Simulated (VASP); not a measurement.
Runs of VASP 6.6.1 on TaN. The structure is that of space group Fm-3m (No. 225), or close to it. The cells are those of the table. 

| cell | gap on the mesh (eV) | pressure (GPa) |
| --- | --- | --- |
| a = 3.186, b = 3.186, c = 3.123 Å, angles 60.7, 60.7, 58.7°, 2 atoms | none | -9.8 |
| a = 3.165, b = 3.165, c = 3.123 Å, angles 60.4, 60.4, 59.1°, 2 atoms | none | -6.8 |
| a = 3.081, b = 3.081, c = 3.123 Å, angles 59.6, 59.6, 60.9°, 2 atoms | none | 11.2 |
| a = 3.061, b = 3.061, c = 3.123 Å, angles 59.3, 59.3, 61.3°, 2 atoms | none | (b) |
| a = 3.102, b = 3.102, c = 3.123 Å, angles 59.8, 59.8, 60.4°, 2 atoms | none | 5.7 |
| a = 3.144, b = 3.144, c = 3.123 Å, angles 60.2, 60.2, 59.6°, 2 atoms | none | (a) |

Alike in all rows: task single point; level PBE; potentials or basis VASP PAW PBE potentials, release 64 (Ta_pv, N); no spin polarisation; k mesh 18 × 18 × 18; cutoff (eV) 520; smearing gaussian 0.15 eV.

Q: Fill in the values left out.

A: (a) -3.2; (b) 17.4.

Caveats: spin-orbit coupling is left out, which moves the levels of the heavy elements; the stress differs along the axes, from -20 to -5 GPa (at least some runs); the stress differs along the axes, from -15 to -3 GPa (at least some runs); the stress differs along the axes, from 5 to 24 GPa (at least some runs); the stress differs along the axes, from 7 to 38 GPa (at least some runs); the stress differs along the axes, from 3 to 11 GPa (at least some runs); the stress differs along the axes, from -8 to -1 GPa (at least some runs).

A k mesh can miss the band edges, and the runs leave out spin-orbit coupling on Ta.

A gap of «none» marks levels without a gap at the run's occupations.
